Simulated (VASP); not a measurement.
# HfH2 (I4/mmm) in VASP: notebook

The runs below take HfH2 through single point, with LDA.

Program: VASP 6.6.1. These are calculated values, not measurements. Logs are shortened: lines on timing, memory, paths and dates and some standing lists are left out, and cuts for length are marked.

**1. The cell of the first run**

The structure is tetragonal, space group I4/mmm (No. 139). The conventional cell has a = 3.391 Å, b = 3.391 Å, c = 4.203 Å, α = 90.00°, β = 90.00°, γ = 90.00°. Hf (site symmetry 4/mmm) has 8 H at 1.99 Å within 2.6 Å. H (site symmetry -4m2) has 4 Hf at 1.99 Å and 6 H at 2.10 to 2.40 Å within 2.6 Å.

**2. Single point, LDA (volume scaled by 0.9405)**

File INCAR:

```
PREC = Accurate ; ENCUT = 520
EDIFF = 1E-6 ; ISMEAR = -1
SIGMA = 0.03 ; LREAL = F
LASPH = T ; NELM = 60
ALGO = Normal ; ISIF = 2
LWAVE = F ; LCHARG = F
NBANDS = 13
```

File KPOINTS:

```
regular mesh
0
Gamma
  15 15 15
```

File POSCAR:

```
HfH2
1.0
   -1.6956757868      1.6956757868      2.1013884534
    1.6956757868     -1.6956757868      2.1013884534
    1.6956757868      1.6956757868     -2.1013884534
Hf H
1 2
Direct
    0.0000000000      0.0000000000      0.0000000000
    0.2500000000      0.7500000000      0.5000000000
    0.7500000000      0.2500000000      0.5000000000
```

Potentials or basis: VASP PAW LDA potentials, release 64 (Hf_pv, H).

Started as:

```sh
> cat potpaw_LDA.64/Hf_pv/POTCAR potpaw_LDA.64/H/POTCAR > POTCAR
> mpirun -np 1 vasp_std > vasp.out
```

OUTCAR:

```text
PREC = Accurate
   ENCUT = 520
   EDIFF = 1E-6
   ISMEAR = -1
   LREAL = F
   LASPH = T
   NELM = 60
   ISIF = 2

 ion  position               nearest neighbor table
   1  0.000  0.000  0.000-   2 1.99   3 1.99   2 1.99   3 1.99   3 1.99   2 1.99   3 1.99   2 1.99

   2  0.250  0.750  0.500-   1 1.99   1 1.99   1 1.99   1 1.99
   3  0.750  0.250  0.500-   1 1.99   1 1.99   1 1.99   1 1.99

  LATTYP: Found a body centered tetragonal cell.
 ALAT       =     3.3913515736
 C/A-ratio  =     1.2392631125

  Lattice vectors:

 A1 = (  -1.6956757868,   1.6956757868,   2.1013884534)
 A2 = (   1.6956757868,  -1.6956757868,   2.1013884534)
 A3 = (   1.6956757868,   1.6956757868,  -2.1013884534)

Analysis of symmetry for initial positions (statically):
=====================================================================
 Subroutine PRICEL returns:
 Original cell was already a primitive cell.

 Routine SETGRP: Setting up the symmetry group for a
 body centered tetragonal supercell.

 Subroutine GETGRP returns: Found 16 space group operations
 (whereof 16 operations were pure point group operations)
 out of a pool of 16 trial point group operations.

The static configuration has the point symmetry D_4h.

Analysis of symmetry for dynamics (positions and initial velocities):
=====================================================================
 Subroutine PRICEL returns:
 Original cell was already a primitive cell.

 Routine SETGRP: Setting up the symmetry group for a
 body centered tetragonal supercell.

 Subroutine GETGRP returns: Found 16 space group operations
 (whereof 16 operations were pure point group operations)
 out of a pool of 16 trial point group operations.

The dynamic configuration has the point symmetry D_4h.

 Subroutine INISYM returns: Found 16 space group operations
 (whereof 16 operations are pure point group operations),
 and found     1 'primitive' translations

----------------------------------------------------------------------------------------

                                     Primitive cell

  volume of cell :      24.1686

  direct lattice vectors                    reciprocal lattice vectors
    -1.695675787  1.695675787  2.101388453     0.000000000  0.294867689  0.237937921
     1.695675787 -1.695675787  2.101388453     0.294867689  0.000000000  0.237937921
     1.695675787  1.695675787 -2.101388453     0.294867689  0.294867689  0.000000000

  length of vectors
     3.188489639  3.188489639  3.188489639     0.378894983  0.378894983  0.417005884

  position of ions in fractional coordinates (direct lattice)
     0.000000000  0.000000000  0.000000000
     0.250000000  0.750000000  0.500000000
     0.750000000  0.250000000  0.500000000

  ion indices of the primitive-cell ions
   primitive index   ion index
                 1           1
                 2           2
                 3           3

----------------------------------------------------------------------------------------

 KPOINTS: regular mesh

Automatic generation of k-mesh.
 Grid dimensions read from file:
 generate k-points for:   15   15   15

 Generating k-lattice:

  Cartesian coordinates                     Fractional coordinates (reciprocal lattice)
     0.000000000  0.019657846  0.015862528     0.066666667 -0.000000000  0.000000000
     0.019657846  0.000000000  0.015862528    -0.000000000  0.066666667  0.000000000
     0.019657846  0.019657846  0.000000000     0.000000000  0.000000000  0.066666667

  Length of vectors
     0.025259666  0.025259666  0.027800392

  Shift w.r.t. Gamma in fractional coordinates (k-lattice)
     0.000000000  0.000000000  0.000000000

 Subroutine IBZKPT returns following result:
 ===========================================

 Found    288 irreducible k-points:

 Following reciprocal coordinates:
            Coordinates               Weight
  0.000000  0.000000  0.000000      1.000000
  0.066667  0.000000 -0.000000      8.000000
  0.133333  0.000000 -0.000000      8.000000
  0.200000  0.000000 -0.000000      8.000000
  0.266667  0.000000 -0.000000      8.000000
  0.333333  0.000000 -0.000000      8.000000
[... 16 lines left out ...]
  0.133333  0.133333 -0.000000      8.000000
  0.200000  0.133333 -0.000000     16.000000
 [... further k-points ...]
   k-points           NKPTS =    288   k-points in BZ     NKDIM =    288   number of bands    NBANDS=     13
   number of dos      NEDOS =    301   number of ions     NIONS =      3
   total plane-waves  NPLWV =  13824
   dimension x,y,z NGX =    24 NGY =   24 NGZ =   24
   dimension x,y,z NGXF=    48 NGYF=   48 NGZF=   48
   ions per type =               1   2
   NGX,Y,Z   is equivalent  to a cutoff of  12.51, 12.51, 12.51 a.u.
   NGXF,Y,Z  is equivalent  to a cutoff of  25.03, 25.03, 25.03 a.u.
 SYSTEM =  unknown system
   PREC   = accura    normal or accurate (medium, high low for compatibility)
   ISTART =      0    job   : 0-new  1-cont  2-samecut
   ICHARG =      2    charge: 1-file 2-atom 10-const
   ISPIN  =      1    spin polarized calculation?
   LNONCOLLINEAR =      F non collinear calculations
   LSORBIT =      F    spin-orbit coupling
   LASPH  =      T    aspherical Exc in radial PAW
   ENCUT  =  520.0 eV  38.22 Ry    6.18 a.u.   5.93  5.93  5.93*2*pi/ulx,y,z
   NELM   =     60;   NELMIN=  2; NELMDL= -5     # of ELM steps
   EDIFF  = 0.1E-05   stopping-criterion for ELM
   LREAL  =      F    real-space projection
   EDIFFG = 0.1E-04   stopping-criterion for IOM
   NSW    =      0    number of steps for IOM
   IBRION =     -1    ionic relax: 0-MD 1-quasi-New 2-CG
   NFREE  =      0    steps in history (QN), initial steepest desc. (CG)
   ISIF   =      2    stress and relaxation
   ISYM   =      2    0-nonsym 1-usesym 2-fastsym
   POTIM  = 0.5000    time-step for ionic-motion
   TEBEG  =    0.0;   TEEND  =   0.0 temperature during run
   PSTRESS=    0.0 pullay stress
   NELECT =      12.0000    total number of electrons
   NUPDOWN=      -1.0000    fix difference up-down
   EMIN   =  10.00;   EMAX   =-10.00  energy-range for DOS
   EFERMI =   0.00;   METHOD = LEGACY
   ISMEAR =    -1;   SIGMA  =   0.03  broadening in eV -4-tet -1-fermi 0-gaus
   EFERMI_NEDOS =   21; number of points for ismear=-14 and -15
   IALGO  =     38    algorithm
   IMIX   =      4    mixing-type and parameters
     AMIX     =   0.40;   BMIX     =  1.00
     AMIX_MAG =   1.60;   BMIX_MAG =  1.00
  volume/ion in A,a.u.               =       8.06        54.37
  Fermi-wavevector in a.u.,A,eV,Ry     =   1.296337  2.449722 22.864450  1.680490
  Thomas-Fermi vector in A             =   2.427800
   LORBIT       =      0    0 simple, 1 ext, 2 COOP (PROOUT), +10 PAW based schemes
   GGA     = CA    functional components
   LHFCALC =     F    Hartree Fock is set to
   AEXX    =    0.0000 exact exchange contribution
   IVDW    =     0    specifies the selected vdW correction
   LEPSILON=     F    determine dielectric tensor
   LRPA    =     F    only Hartree local field effects (RPA)
 non-spin polarized calculation
  energy-cutoff  :      520.00
  volume of cell :       24.17
 maximum number of plane-waves:       669
   NGX = 11   NGY = 11   NGZ = 11

 number of electron      12.0000003 magnetization

 Free energy of the ion-electron system (eV)
  ---------------------------------------------------
  ext. energy  EPLUGINS =         0.00000000
  ---------------------------------------------------
  free energy    TOTEN  =       -19.48609649 eV

  energy without entropy =      -19.48458430  energy(sigma->0) =      -19.48534040

 E-fermi :   5.8307     XC(G=0): -12.0035

 val. band max:        5.8247285159   @ k =  -0.1333  -0.2667   0.1333
 cond. band min:       5.8457527641   @ k =  -0.1333  -0.1333   0.0667
 fundamental gap:      0.0210242482
 Fermi energy:         5.8307196586

 k-point     1 :       0.0000    0.0000    0.0000
  band No.  band energies     occupation
      1     -24.6807      2.00000
      2     -24.6807      2.00000
      3     -24.6114      2.00000
      4      -5.8156      2.00000
      5       4.7226      2.00000
      6       5.2781      2.00000
      7       5.2781      2.00000
      8       6.1920      0.00001
      9       7.7471      0.00000
     10       9.3037      0.00000
     11      17.6930      0.00000
     12      18.0887      0.00000
     13      18.0887      0.00000

 k-point     2 :       0.0667    0.0000   -0.0000
  band No.  band energies     occupation
      1     -24.7071      2.00000
      2     -24.6878      2.00000
      3     -24.6237      2.00000
      4      -5.6771      2.00000
      5       3.6790      2.00000
      6       5.3394      2.00000
      7       5.7815      1.67530
      8       6.9620      0.00000
      9       7.7064      0.00000
     10       9.2020      0.00000
     11      17.0690      0.00000
     12      17.6968      0.00000
     13      18.3789      0.00000

 k-point     3 :       0.1333    0.0000   -0.0000
  band No.  band energies     occupation
      1     -24.8002      2.00000
      2     -24.7078      2.00000
      3     -24.6387      2.00000
      4      -5.2811      2.00000
      5       2.5103      2.00000
      6       5.4644      1.99999
      7       6.0696      0.00070
      8       7.6798      0.00000
      9       8.4016      0.00000
     10       9.0566      0.00000
     11      15.9360      0.00000
     12      17.6947      0.00000
     13      19.2038      0.00000
[... 305 lines left out ...]
 k-point    23 :       0.1333    0.1333   -0.0000
  band No.  band energies     occupation
      1     -24.9717      2.00000
      2     -24.7728      2.00000
      3     -24.6592      2.00000
      4      -4.4233      2.00000
      5       1.1266      2.00000
      6       5.5248      1.99993
      7       6.3411      0.00000
      8       7.8905      0.00000
      9       9.0785      0.00000
     10      10.8006      0.00000
     11      14.6537      0.00000
     12      17.6888      0.00000
     13      19.5381      0.00000

 k-point    24 :       0.2000    0.1333   -0.0000
  band No.  band energies     occupation
      1     -25.0975      2.00000
      2     -24.8215      2.00000
      3     -24.6713      2.00000
      4      -3.7486      2.00000
      5       0.4886      2.00000
      6       5.3014      2.00000
      7       6.7273      0.00000
      8       7.9481      0.00000
      9       9.5282      0.00000
     10      11.9906      0.00000
     11      14.3904      0.00000
     12      17.5768      0.00000
     13      17.8967      0.00000

 [... further k-points ...]
[... 5 lines left out ...]
  --------------------------------------------------------------------------------------
  -------------------------------------------------------------------------------------
  Total        0.8796640      0.8796640      0.5851903      0.0000000      0.0000000      0.0000000
  in kB       58.3143458     58.3143458     38.7932094      0.0000000      0.0000000      0.0000000
  external PRESSURE =      51.8073003 kB  Pullay stress =       0.0000000 kB

 VOLUME and BASIS-vectors are now :
 -----------------------------------------------------------------------------
  energy-cutoff  :      520.00
  volume of cell :       24.17
      direct lattice vectors                 reciprocal lattice vectors
    -1.695675787  1.695675787  2.101388453     0.000000000  0.294867689  0.237937921
     1.695675787 -1.695675787  2.101388453     0.294867689  0.000000000  0.237937921
     1.695675787  1.695675787 -2.101388453     0.294867689  0.294867689  0.000000000

 POSITION                                       TOTAL-FORCE (eV/Angst)
 -----------------------------------------------------------------------------------
      0.00000      0.00000      0.00000        -0.000000     -0.000000      0.000000
      1.69568     -0.00000      1.05069        -0.000000      0.000000     -0.000000
     -0.00000      1.69568      1.05069         0.000000      0.000000      0.000000
 -----------------------------------------------------------------------------------
    total drift:                               -0.000000      0.000000      0.000000

  FREE ENERGIE OF THE ION-ELECTRON SYSTEM (eV)
  ---------------------------------------------------
  free  energy   TOTEN  =       -19.4860964916 eV

  energy  without entropy=      -19.4845843017  energy(sigma->0) =      -19.48534040
```

Wall time 52 s (1 thread of Intel Xeon Platinum 8375C at 2.90GHz (Ice Lake), shared host); peak memory 0.21 GiB.

Results:

```yaml
Free_energy: -19.4861 eV
Pressure: 5.2 GPa
Band_gap_on_the_k_mesh: zero (band 6 reaches 6.32 eV, above the bottom of band 7 at 5.28 eV)
```

Stress tensor (GPa, compression positive):
```
5.83 0.00 0.00
0.00 5.83 0.00
0.00 0.00 3.88
```

Levels at points of the mesh, in eV from the Fermi level:
```tsv
k point	band 3	band 4	band 5	band 6	band 7	band 8	band 9	band 10
(0.00, 0.00, 0.00)	-30.44	-11.65	-1.11	-0.55	-0.55	0.36	1.92	3.47
```

Caveat: spin-orbit coupling is left out, which moves the levels of the heavy elements.

**3. Single point, LDA (volume scaled by 0.97)**

File INCAR:

```
SYSTEM = HfH2
ALGO = Normal
EDIFF = 1E-7
ENCUT = 520
GGA = CA
ISIF = 2
ISMEAR = -1
LASPH = .True.
LCHARG = .False.
LREAL = .False.
LWAVE = .False.
NBANDS = 13
NELM = 60
PREC = Accurate
SIGMA = 0.03
```

File KPOINTS:

```
k-points
0
Gamma
  15 15 15
  0 0 0
```

File POSCAR:

```
HfH2
1.0
   -1.7132226083      1.7132226083      2.1231335821
    1.7132226083     -1.7132226083      2.1231335821
    1.7132226083      1.7132226083     -2.1231335821
Hf H
1 2
Direct
    0.0000000000      0.0000000000      0.0000000000
    0.2500000000      0.7500000000      0.5000000000
    0.7500000000      0.2500000000      0.5000000000
```

Potentials or basis: VASP PAW LDA potentials, release 64 (Hf_pv, H).

Started as:

```sh
> cat potpaw_LDA.64/Hf_pv/POTCAR potpaw_LDA.64/H/POTCAR > POTCAR
> mpirun -np 1 vasp_std > vasp.out
```

It took 58 s on 1 thread of Intel Xeon Platinum 8375C at 2.90GHz (Ice Lake), shared host; peak memory 0.21 GiB.

It converged, with:

```
Free energy            : -19.4981 eV
Pressure               : -0.3 GPa
Band gap on the k mesh : zero (band 6 reaches 6.08 eV, above the bottom of band 7 at 5.08 eV)
```

Stress tensor (GPa, compression positive):
```
 0.11  0.00  0.00
 0.00  0.11  0.00
 0.00  0.00 -1.12
```

Levels at points of the mesh, in eV from the Fermi level:
| k point | band 2 | band 3 | band 4 | band 5 | band 6 | band 7 | band 8 | band 9 | band 10 | band 11 |
| --- | --- | --- | --- | --- | --- | --- | --- | --- | --- | --- |
| (0.00, 0.00, 0.00) | -30.62 | -30.55 | -11.48 | -1.11 | -0.54 | -0.54 | 0.35 | 1.85 | 3.35 | 11.74 |

Caveat: spin-orbit coupling is left out, which moves the levels of the heavy elements.

**4. Single point, LDA (volume scaled by 1.03)**

File INCAR:

```
  PREC = Accurate
  ENCUT = 520
  EDIFF = 1E-6
  ISMEAR = -1
  SIGMA = 0.03
  LREAL = False
  LASPH = True
  NELM = 80
  ALGO = Normal
  ISIF = 2
  LWAVE = False
  LCHARG = False
  GGA = CA
  NBANDS = 13
```

File KPOINTS:

```
Automatic mesh
0
Gamma
  15 15 15
```

File POSCAR:

```
HfH2
1.0
   -1.7478424935      1.7478424935      2.1660367287
    1.7478424935     -1.7478424935      2.1660367287
    1.7478424935      1.7478424935     -2.1660367287
Hf H
1 2
Direct
    0.0000000000      0.0000000000      0.0000000000
    0.2500000000      0.7500000000      0.5000000000
    0.7500000000      0.2500000000      0.5000000000
```

Started as:

```sh
> cat potpaw_LDA.64/Hf_pv/POTCAR potpaw_LDA.64/H/POTCAR > POTCAR
> mpirun -np 1 vasp_std > vasp.out
```

Wall time 59 s (1 thread of Intel Xeon Platinum 8375C at 2.90GHz (Ice Lake), shared host); peak memory 0.21 GiB.

Results (log left out):

| Item | Value |
| --- | --- |
| Free energy | -19.4524 eV |
| Pressure | -9.1 GPa |
| Band gap on the k mesh | zero (band 6 reaches 5.62 eV, above the bottom of band 7 at 4.69 eV) |

Levels at points of the mesh, in eV from the Fermi level:
| k point | band 4 | band 5 | band 6 | band 7 | band 8 | band 9 |
| --- | --- | --- | --- | --- | --- | --- |
| (0.00, 0.00, 0.00) | -11.15 | -1.12 | -0.51 | -0.51 | 0.33 | 1.72 |

Caveat: spin-orbit coupling is left out, which moves the levels of the heavy elements.

**5. Single point, LDA (volume scaled by 1.06)**

File INCAR:

```
  ALGO = Normal
  EDIFF = 1E-7
  ENCUT = 520
  ISIF = 2
  ISMEAR = -1
  LASPH = True
  LCHARG = False
  LREAL = False
  LWAVE = False
  NBANDS = 13
  NELM = 60
  PREC = Accurate
  SIGMA = 0.03
```

File KPOINTS:

```
k-points
0
Gamma
  15 15 15
```

File POSCAR:

```
HfH2
1.0
   -1.7646497024      1.7646497024      2.1868652827
    1.7646497024     -1.7646497024      2.1868652827
    1.7646497024      1.7646497024     -2.1868652827
Hf H
1 2
Direct
    0.0000000000      0.0000000000      0.0000000000
    0.2500000000      0.7500000000      0.5000000000
    0.7500000000      0.2500000000      0.5000000000
```

Started as:

```sh
> cat potpaw_LDA.64/Hf_pv/POTCAR potpaw_LDA.64/H/POTCAR > POTCAR
> mpirun -np 1 vasp_std > vasp.out
```

Run time: 2.2 min. Hardware: 1 thread of Intel Xeon Platinum 8375C at 2.90GHz (Ice Lake), shared host; peak memory 0.23 GiB.

It converged, with:

* Free energy: -19.4008 eV
* Pressure: -12.6 GPa
* Band gap on the k mesh: zero (band 6 reaches 5.40 eV, above the bottom of band 7 at 4.51 eV)

Stress tensor (GPa, compression positive):
```
-12.74   0.00   0.00
  0.00 -12.74   0.00
  0.00   0.00 -12.35
```

Levels at points of the mesh, in eV from the Fermi level:
```csv
k point,band 3,band 4,band 5,band 6,band 7,band 8,band 9,band 10
"(0.00, 0.00, 0.00)",-30.85,-10.99,-1.12,-0.49,-0.49,0.32,1.66,3.00
```

Caveat: spin-orbit coupling is left out, which moves the levels of the heavy elements.

**6. Summary**

| cell | gap on the mesh (eV) | pressure (GPa) |
| --- | --- | --- |
| a = 3.188 Å, angles 115.7, 115.7, 97.5°, 3 atoms | none | 5.2 |
| a = 3.221 Å, angles 115.7, 115.7, 97.5°, 3 atoms | none | -0.3 |
| a = 3.287 Å, angles 115.7, 115.7, 97.5°, 3 atoms | none | -9.1 |
| a = 3.318 Å, angles 115.7, 115.7, 97.5°, 3 atoms | none | -12.6 |

Alike in all rows: task single point; level LDA; potentials or basis VASP PAW LDA potentials, release 64 (Hf_pv, H); no spin polarisation; k mesh 15 × 15 × 15; cutoff (eV) 520; smearing fermi-dirac 0.03 eV.

Caveats: spin-orbit coupling is left out, which moves the levels of the heavy elements.

Absolute energies hang on the potentials; compare differences alone.
